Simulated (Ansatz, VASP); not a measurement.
# Two plane-wave programs on Si7N8O2

```
Si N O
1.0
     5.43122   -0.38257   -0.48110
    -0.42279    6.93926    0.11590
    -0.49051    0.13285    5.57722
Si N O
7 8 2
Direct
  0.82424 0.46960 0.96268
  0.38183 0.42264 0.53064
  0.56536 0.05451 0.82337
  0.45553 0.03470 0.34008
  0.08241 0.85058 0.00860
  0.06636 0.63984 0.51350
  0.97160 0.21186 0.19273
  0.97211 0.66406 0.80220
  0.49184 0.90112 0.59751
  0.05545 0.81288 0.29793
  0.57802 0.32475 0.78317
  0.25985 0.21629 0.36257
  0.52858 0.53819 0.29122
  0.38480 0.96581 0.03705
  0.75098 0.54436 0.26588
  0.89332 0.04742 0.95081
  0.74182 0.16046 0.34088
```

Alike in both runs: functional PBE; k mesh 3 × 3 × 3; occupations gaussian, width 0.1 eV; no spin polarisation.

Ansatz relaxed the structure, and its values are those at the end. VASP's run is a single point on that final structure, the one shown.

|  | VASP | Ansatz |
| --- | --- | --- |
| version | VASP 6.6.1 | Ansatz 0.2.0 |
| potentials or method | VASP PAW PBE potentials, release 64 (Si, N, O), cutoff 520 eV | scalar-relativistic, plane waves, PAW |
| valence electrons in the cell | 80 | 80 |

Ansatz gave:

* gap on the k mesh at the Fermi level (eV): 1.51
* least direct gap on the mesh (eV): 1.52
* rms of the force components (eV/Å): 0.012

**Question.** Estimate VASP's values.

**Answer.** gap on the k mesh at the Fermi level (eV): 1.51; least direct gap on the mesh (eV): 1.52; rms of the force components (eV/Å): 0.040.

Noted on VASP's run: the standard files for N, O and F lose accuracy on very short bonds.
